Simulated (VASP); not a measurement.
# GaP (F-43m) in VASP: notebook, part 2 of 2

VASP 6.6.1.

### Step 4. Relaxation of cell and atoms, PBEsol

INCAR

```
ALGO = Normal
EDIFF = 1E-7
EDIFFG = -0.01
ENCUT = 500
GGA = PS
GGA_COMPAT = F
IBRION = 2
ISIF = 3
ISMEAR = 0
LASPH = T
LCHARG = F
LREAL = F
LWAVE = F
NELM = 120
NELMIN = 4
NSW = 80
PREC = Accurate
SIGMA = 0.01
```

KPOINTS

```
k-points
0
Gamma
  6 6 6
```

POSCAR

```
GaP
1.0
    0.0000000000      2.7252500000      2.7252500000
    2.7252500000      0.0000000000      2.7252500000
    2.7252500000      2.7252500000      0.0000000000
Ga P
1 1
Direct
    0.0000000000      0.0000000000      0.0000000000
    0.7500000000      0.7500000000      0.7500000000
```

Potentials or basis: VASP PAW PBE potentials, release 64 (Ga_d, P).

Started as:

```bash
cat potpaw_PBE.64/Ga_d/POTCAR potpaw_PBE.64/P/POTCAR > POTCAR
mpirun -np 1 vasp_std > vasp.out
```

OUTCAR:

```text
EDIFF = 1E-7
   EDIFFG = -0.01
   ENCUT = 500
   GGA = PS
   IBRION = 2
   ISIF = 3
   ISMEAR = 0
   LASPH = T
   LREAL = F
   NELM = 120
   NELMIN = 4
   NSW = 80
   PREC = Accurate

 ion  position               nearest neighbor table
   1  0.000  0.000  0.000-   2 2.36   2 2.36   2 2.36   2 2.36
   2  0.750  0.750  0.750-   1 2.36   1 2.36   1 2.36   1 2.36

  LATTYP: Found a face centered cubic cell.
 ALAT       =     5.4505000000

  Lattice vectors:

 A1 = (   0.0000000000,   2.7252500000,   2.7252500000)
 A2 = (   2.7252500000,   0.0000000000,   2.7252500000)
 A3 = (   2.7252500000,   2.7252500000,   0.0000000000)

Analysis of symmetry for initial positions (statically):
=====================================================================
 Subroutine PRICEL returns:
 Original cell was already a primitive cell.

 Routine SETGRP: Setting up the symmetry group for a
 face centered cubic supercell.

 Subroutine GETGRP returns: Found 24 space group operations
 (whereof 24 operations were pure point group operations)
 out of a pool of 48 trial point group operations.

The static configuration has the point symmetry T_d .

Analysis of symmetry for dynamics (positions and initial velocities):
=====================================================================
 Subroutine PRICEL returns:
 Original cell was already a primitive cell.

 Routine SETGRP: Setting up the symmetry group for a
 face centered cubic supercell.

 Subroutine GETGRP returns: Found 24 space group operations
 (whereof 24 operations were pure point group operations)
 out of a pool of 48 trial point group operations.

The dynamic configuration has the point symmetry T_d .

 Subroutine INISYM returns: Found 24 space group operations
 (whereof 24 operations are pure point group operations),
 and found     1 'primitive' translations

----------------------------------------------------------------------------------------

[... 97 lines left out ...]
   EFERMI =   0.00;   METHOD = LEGACY
   ISMEAR =     0;   SIGMA  =   0.01  broadening in eV -4-tet -1-fermi 0-gaus
   EFERMI_NEDOS =   21; number of points for ismear=-14 and -15
   IALGO  =     38    algorithm
   IMIX   =      4    mixing-type and parameters
     AMIX     =   0.40;   BMIX     =  1.00
     AMIX_MAG =   1.60;   BMIX_MAG =  1.00
  volume/ion in A,a.u.               =      20.24       136.59
  Fermi-wavevector in a.u.,A,eV,Ry     =   1.249538  2.361284 21.243377  1.561344
  Thomas-Fermi vector in A             =   2.383574
   LORBIT       =      0    0 simple, 1 ext, 2 COOP (PROOUT), +10 PAW based schemes
   GGA     = PS    functional components
   LHFCALC =     F    Hartree Fock is set to
   AEXX    =    0.0000 exact exchange contribution
   IVDW    =     0    specifies the selected vdW correction
   LEPSILON=     F    determine dielectric tensor
   LRPA    =     F    only Hartree local field effects (RPA)
 conjugate gradient relaxation of ions
 non-spin polarized calculation
 Gauss-broadening in eV      SIGMA  =   0.01
  energy-cutoff  :      500.00
  volume of cell :       40.48
 maximum number of plane-waves:      1056
   NGX = 13   NGY = 13   NGZ = 13

--------------------------------------- Ionic step        1  -------------------------------------------

 number of electron      18.0000016 magnetization

 Free energy of the ion-electron system (eV)
  ---------------------------------------------------
  ext. energy  EPLUGINS =         0.00000000
  ---------------------------------------------------
  free energy    TOTEN  =        -9.90563100 eV

  energy without entropy =       -9.90563100  energy(sigma->0) =       -9.90563100

------------------------ aborting loop because EDIFF is reached ----------------------------------------

  FORCE on cell =-STRESS in cart. coord.  units (eV):
  Direction    XX          YY          ZZ          XY          YZ          ZX
  --------------------------------------------------------------------------------------
  -------------------------------------------------------------------------------------
  Total       -0.1491410     -0.1491410     -0.1491410      0.0000000      0.0000000      0.0000000
  in kB       -5.9028081     -5.9028081     -5.9028081      0.0000000      0.0000000      0.0000000
  external PRESSURE =      -5.9028081 kB  Pullay stress =       0.0000000 kB
[... 59 lines left out ...]
--------------------------------------- Ionic step        3  -------------------------------------------

 number of electron      18.0000014 magnetization

 Free energy of the ion-electron system (eV)
  ---------------------------------------------------
  ext. energy  EPLUGINS =         0.00000000
  ---------------------------------------------------
  free energy    TOTEN  =        -9.90616324 eV

  energy without entropy =       -9.90616324  energy(sigma->0) =       -9.90616324

 E-fermi :   4.6932     XC(G=0): -10.0507

 val. band max:        4.6484937852   @ k =   0.0000   0.0000   0.0000
 cond. band min:       6.1455763958   @ k =   0.5000   0.5000   0.0000
 fundamental gap:      1.4970826105
 Fermi energy:         4.6932065923

 k-point     1 :       0.0000    0.0000    0.0000
  band No.  band energies     occupation
      1      -9.9125      2.00000
      2      -9.9125      2.00000
      3      -9.9125      2.00000
      4      -9.8098      2.00000
      5      -9.8098      2.00000
      6      -7.9310      2.00000
      7       4.6485      2.00000
      8       4.6485      2.00000
      9       4.6485      2.00000
     10       6.4553      0.00000
     11       8.4684      0.00000
     12       8.4684      0.00000
     13       8.4684      0.00000
[... 267 lines left out ...]
  FREE ENERGIE OF THE ION-ELECTRON SYSTEM (eV)
  ---------------------------------------------------
  free  energy   TOTEN  =        -9.9061632364 eV

  energy  without entropy=       -9.9061632364  energy(sigma->0) =       -9.90616324

 reached required accuracy - stopping structural energy minimisation
```

OSZICAR:

```text
N       E                     dE             d eps       ncg     rms          rms(c)
DAV:   1     0.737562975383E+02    0.73756E+02   -0.92124E+03   424   0.192E+03
DAV:   2    -0.468745442530E+01   -0.78444E+02   -0.75432E+02   451   0.313E+02
DAV:   3    -0.100971627704E+02   -0.54097E+01   -0.53828E+01   534   0.716E+01
[... 24 lines left out ...]
DAV:   3    -0.990620911031E+01    0.41719E-03   -0.50799E-04   556   0.496E-01    0.284E-02
DAV:   4    -0.990617082388E+01    0.38286E-04   -0.48211E-05   479   0.109E-01    0.117E-02
DAV:   5    -0.990616350667E+01    0.73172E-05   -0.37169E-06   548   0.287E-02    0.375E-03
DAV:   6    -0.990616324821E+01    0.25846E-06   -0.25043E-07   372   0.816E-03    0.190E-03
DAV:   7    -0.990616323639E+01    0.11822E-07   -0.23002E-08   228   0.294E-03
   3 F= -.99061632E+01 E0= -.99061632E+01  d E =-.532238E-03
```

CONTCAR:

```text
GaP
   1.00000000000000
     0.0000000000000000    2.7188118665017877    2.7188118665017877
     2.7188118665017877   -0.0000000000000000    2.7188118665017877
     2.7188118665017877    2.7188118665017877    0.0000000000000000
  Ga              P
     1     1
Direct
     0.0000000000000000    0.0000000000000000    0.0000000000000000
     0.7500000000000000    0.7500000000000000    0.7500000000000000

  0.00000000E+00  0.00000000E+00  0.00000000E+00
  0.00000000E+00  0.00000000E+00  0.00000000E+00
```

Run time: 27 s. Hardware: 1 thread of Intel Xeon Platinum 8259CL at 2.50GHz (Skylake/Cascade Lake), shared host; peak memory 0.16 GiB.

Results:

```
Free energy                           : -9.9062 eV
Relaxed volume                        : 20.10 Å³/atom
Relaxed cell                          : a = 3.845 Å, b = 3.845 Å, c = 3.845 Å, α = 60.00°, β = 60.00°, γ = 60.00°
Space group after relaxing (to 0.1 Å) : F-43m (No. 216)
Energy gained by relaxing             : 0.3 meV/atom
Ionic steps                           : 3
Pressure after relaxing               : 0.0 GPa
Band gap on the k mesh                : 1.50 eV (least direct gap 1.81 eV)
```

Step by step:
```csv
step,energy change (eV),largest force (eV/Å),pressure (GPa),volume (Å³)
1,0.0000,0.0000,-0.59,40.48
2,-0.0004,0.0000,0.34,40.05
3,-0.0005,0.0000,0.00,40.19
```

Final structure:
```
CELL_PARAMETERS angstrom
0.00000 2.71881 2.71881
2.71881 0.00000 2.71881
2.71881 2.71881 0.00000
ATOMIC_POSITIONS crystal
Ga 0.00000 0.00000 0.00000
P 0.75000 0.75000 0.75000
```

Levels at points of the mesh, in eV from the valence-band top:
```
           k point  band 5  band 6  band 7  band 8  band 9  band 10  band 11  band 12  band 13
(0.00, 0.00, 0.00)  -14.46  -12.58    0.00    0.00    0.00     1.81     3.82     3.82     3.82
(0.50, 0.00, 0.00)  -14.45  -10.46   -6.74   -1.14   -1.14     1.60     4.64     4.64     8.10
(0.50, 0.50, 0.00)  -14.44   -9.54   -6.85   -2.74   -2.74     1.50     1.70    10.60    10.60
```

Caveat: the PAW data sets were made with another functional, which shifts forces and pressure a little. A k mesh can miss the band edges.

### Step 5. Relaxation of cell and atoms, PBE+D4

INCAR

```
SYSTEM = GaP
PREC = Accurate
ENCUT = 500
EDIFF = 1E-7
ISMEAR = 0
SIGMA = 0.01
LREAL = .FALSE.
LASPH = .TRUE.
NELM = 120
ALGO = Normal
ISIF = 3
LWAVE = .FALSE.
LCHARG = .FALSE.
GGA = PE
IVDW = 13
IBRION = 2
NSW = 80
EDIFFG = -0.01
GGA_COMPAT = .FALSE.
NELMIN = 4
```

KPOINTS

```
Automatic mesh
0
G
  6 6 6
  0 0 0
```

POSCAR is that of step 4.

Potentials or basis: VASP PAW PBE potentials, release 64 (Ga_d, P).

Started as:

```bash
cat potpaw_PBE.64/Ga_d/POTCAR potpaw_PBE.64/P/POTCAR > POTCAR
mpirun -np 1 vasp_std > vasp.out
```

OUTCAR:

```text
SYSTEM = GaP
   PREC = Accurate
   ENCUT = 500
   EDIFF = 1E-7
   ISMEAR = 0
   LREAL = .FALSE.
   LASPH = .TRUE.
   NELM = 120
   ISIF = 3
   GGA = PE
   IVDW = 13
   IBRION = 2
   NSW = 80
   EDIFFG = -0.01
   NELMIN = 4

 ion  position               nearest neighbor table
   1  0.000  0.000  0.000-   2 2.36   2 2.36   2 2.36   2 2.36
   2  0.750  0.750  0.750-   1 2.36   1 2.36   1 2.36   1 2.36

  LATTYP: Found a face centered cubic cell.
 ALAT       =     5.4505000000

  Lattice vectors:

 A1 = (   0.0000000000,   2.7252500000,   2.7252500000)
 A2 = (   2.7252500000,   0.0000000000,   2.7252500000)
 A3 = (   2.7252500000,   2.7252500000,   0.0000000000)

Analysis of symmetry for initial positions (statically):
=====================================================================
 Subroutine PRICEL returns:
 Original cell was already a primitive cell.

 Routine SETGRP: Setting up the symmetry group for a
 face centered cubic supercell.

 Subroutine GETGRP returns: Found 24 space group operations
 (whereof 24 operations were pure point group operations)
 out of a pool of 48 trial point group operations.

The static configuration has the point symmetry T_d .
[... 129 lines left out ...]
   GGA     = PE    functional components
   LHFCALC =     F    Hartree Fock is set to
   AEXX    =    0.0000 exact exchange contribution
   IVDW    =    13    specifies the selected vdW correction
   LEPSILON=     F    determine dielectric tensor
   LRPA    =     F    only Hartree local field effects (RPA)
 conjugate gradient relaxation of ions
 non-spin polarized calculation
 Gauss-broadening in eV      SIGMA  =   0.01
  energy-cutoff  :      500.00
  volume of cell :       40.48
 maximum number of plane-waves:      1056
   NGX = 13   NGY = 13   NGZ = 13

--------------------------------------- Ionic step        1  -------------------------------------------

 number of electron      18.0000016 magnetization

 Free energy of the ion-electron system (eV)
  ---------------------------------------------------
  ext. energy  EPLUGINS =         0.00000000
  ---------------------------------------------------
  free energy    TOTEN  =        -9.10227167 eV

  energy without entropy =       -9.10227167  energy(sigma->0) =       -9.10227167

------------------------ aborting loop because EDIFF is reached ----------------------------------------

  DFT-D4 for vdW energy calculation

  Edisp (eV):   -0.82627
[... 71 lines left out ...]
--------------------------------------- Ionic step        3  -------------------------------------------

 number of electron      18.0000013 magnetization

 Free energy of the ion-electron system (eV)
  ---------------------------------------------------
  ext. energy  EPLUGINS =         0.00000000
  ---------------------------------------------------
  free energy    TOTEN  =        -9.09513330 eV

  energy without entropy =       -9.09513330  energy(sigma->0) =       -9.09513330

 E-fermi :   4.8134     XC(G=0):  -9.8743

 val. band max:        4.7588227934   @ k =   0.0000   0.0000   0.0000
 cond. band min:       6.3891745452   @ k =   0.5000   0.5000   0.0000
 fundamental gap:      1.6303517518
 Fermi energy:         4.8133938713

 k-point     1 :       0.0000    0.0000    0.0000
  band No.  band energies     occupation
      1      -9.8163      2.00000
      2      -9.8163      2.00000
      3      -9.8163      2.00000
      4      -9.7138      2.00000
      5      -9.7138      2.00000
      6      -7.8078      2.00000
      7       4.7588      2.00000
      8       4.7588      2.00000
      9       4.7588      2.00000
     10       6.6646      0.00000
     11       8.6410      0.00000
     12       8.6410      0.00000
     13       8.6410      0.00000
[... 271 lines left out ...]
  FREE ENERGIE OF THE ION-ELECTRON SYSTEM (eV)
  ---------------------------------------------------
  free  energy   TOTEN  =        -9.9295514290 eV

  energy  without entropy=       -9.9295514290  energy(sigma->0) =       -9.92955143

 reached required accuracy - stopping structural energy minimisation
```

OSZICAR:

```text
N       E                     dE             d eps       ncg     rms          rms(c)
DAV:   1     0.748855290793E+02    0.74886E+02   -0.92278E+03   424   0.192E+03
DAV:   2    -0.384167227768E+01   -0.78727E+02   -0.75679E+02   451   0.314E+02
DAV:   3    -0.927682881800E+01   -0.54352E+01   -0.54079E+01   531   0.717E+01
[... 26 lines left out ...]
DAV:   3    -0.909521624177E+01    0.77550E-03   -0.95730E-04   556   0.689E-01    0.387E-02
DAV:   4    -0.909514663856E+01    0.69603E-04   -0.91783E-05   481   0.153E-01    0.161E-02
DAV:   5    -0.909513381894E+01    0.12820E-04   -0.68883E-06   541   0.390E-02    0.553E-03
DAV:   6    -0.909513330721E+01    0.51173E-06   -0.53745E-07   507   0.120E-02    0.271E-03
DAV:   7    -0.909513329889E+01    0.83182E-08   -0.45138E-08   228   0.424E-03
   3 F= -.99295514E+01 E0= -.99295514E+01  d E =-.100536E-02
```

CONTCAR:

```text
GaP
   1.00000000000000
     0.0000000000000000    2.7164388091052771    2.7164388091052771
     2.7164388091052771    0.0000000000000000    2.7164388091052771
     2.7164388091052771    2.7164388091052771    0.0000000000000000
  Ga              P
     1     1
Direct
     0.0000000000000000    0.0000000000000000    0.0000000000000000
     0.7500000000000000    0.7500000000000000    0.7500000000000000

  0.00000000E+00  0.00000000E+00  0.00000000E+00
  0.00000000E+00  0.00000000E+00  0.00000000E+00
```

Wall time 31 s (1 thread of Intel Xeon Platinum 8259CL at 2.50GHz (Skylake/Cascade Lake), shared host); peak memory 0.16 GiB.

What came out:

```yaml
Free_energy: -9.9296 eV
Relaxed_volume: 20.04 Å³/atom
Relaxed_cell: a = 3.842 Å, b = 3.842 Å, c = 3.842 Å, α = 60.00°, β = 60.00°, γ = 60.00°
Space_group_after_relaxing_to_0.1_Å: F-43m (No. 216)
Energy_gained_by_relaxing: 0.5 meV/atom
Ionic_steps: 3
Pressure_after_relaxing: 0.0 GPa
Band_gap_on_the_k_mesh: 1.63 eV (least direct gap 1.91 eV)
Dispersion_energy_per_atom: -0.417 eV
```

The path:
| step | energy change (eV) | largest force (eV/Å) | pressure (GPa) | volume (Å³) |
| --- | --- | --- | --- | --- |
| 1 | 0.0000 | 0.0000 | -0.81 | 40.48 |
| 2 | -0.0007 | 0.0000 | 0.44 | 39.89 |
| 3 | -0.0010 | 0.0000 | 0.00 | 40.09 |

Final structure:
```
CELL_PARAMETERS angstrom
0.00000 2.71644 2.71644
2.71644 0.00000 2.71644
2.71644 2.71644 0.00000
ATOMIC_POSITIONS crystal
Ga 0.00000 0.00000 0.00000
P 0.75000 0.75000 0.75000
```

### Step 6. The runs side by side

```csv
level,gap on the mesh (eV),pressure (GPa),relaxed volume (Å³/atom)
PBE,1.58,0.0,20.86
revPBE+D3(BJ),1.68,0.0,19.88
PBEsol,1.50,0.0,20.10
PBE+D4,1.63,0.0,20.04
```

Alike in all rows: task relaxation of cell and atoms; potentials or basis VASP PAW PBE potentials, release 64 (Ga_d, P); no spin polarisation; cell relaxed; k mesh 6 × 6 × 6; cutoff (eV) 500; smearing gaussian 0.01 eV.

Caveats: the PAW data sets were made with another functional, which shifts forces and pressure a little (at least some runs).

Absolute energies hang on the potentials; compare differences alone.
